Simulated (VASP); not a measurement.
Set up this calculation in VASP 6.6.1, as the native input.

```
Task                   : single point
Functional             : PBE
Potentials or basis    : VASP PAW PBE potentials, release 64 (In_d)
Cutoff                 : 520 eV
k mesh                 : 9 × 9 × 9
Occupations            : fermi-dirac, width 0.05 eV
Spin                   : no spin polarisation
Dipole correction      : no
Further INCAR settings : ALGO = Fast; EDIFF = 1e-07; NBANDS = 26
```

The structure of In lies in POSCAR:

```
In
1.0
    1.6355530321      0.9442869834      8.0399169875
   -1.6355530321      0.9442869834      8.0399169875
    0.0000000000     -1.8885739667      8.0399169875
In
3
Direct
    0.2219877600      0.2219877600      0.2219877600
    0.7780122400      0.7780122400      0.7780122400
    0.0000000000      0.0000000000      0.0000000000
```

The input as run:

INCAR

```
  ALGO = Fast
  EDIFF = 1E-7
  ENCUT = 520
  GGA = PE
  ISIF = 2
  ISMEAR = -1
  LASPH = True
  LCHARG = False
  LREAL = False
  LWAVE = False
  NBANDS = 26
  NELM = 80
  PREC = Accurate
  SIGMA = 0.05
```

KPOINTS

```
k-points
0
Gamma
  9 9 9
```

Potentials or basis: VASP PAW PBE potentials, release 64 (In_d).

Launch:

```console
$ cat potpaw_PBE.64/In_d/POTCAR > POTCAR
$ mpirun -np 1 vasp_std > vasp.out
```

It gave:

```json
{
  "Pressure": "4.9 GPa"
}
```

It took 13 min on 1 thread of Intel(R) Xeon(R) 6975P-C (Granite Rapids) (shared host), peak memory 0.61 GiB.
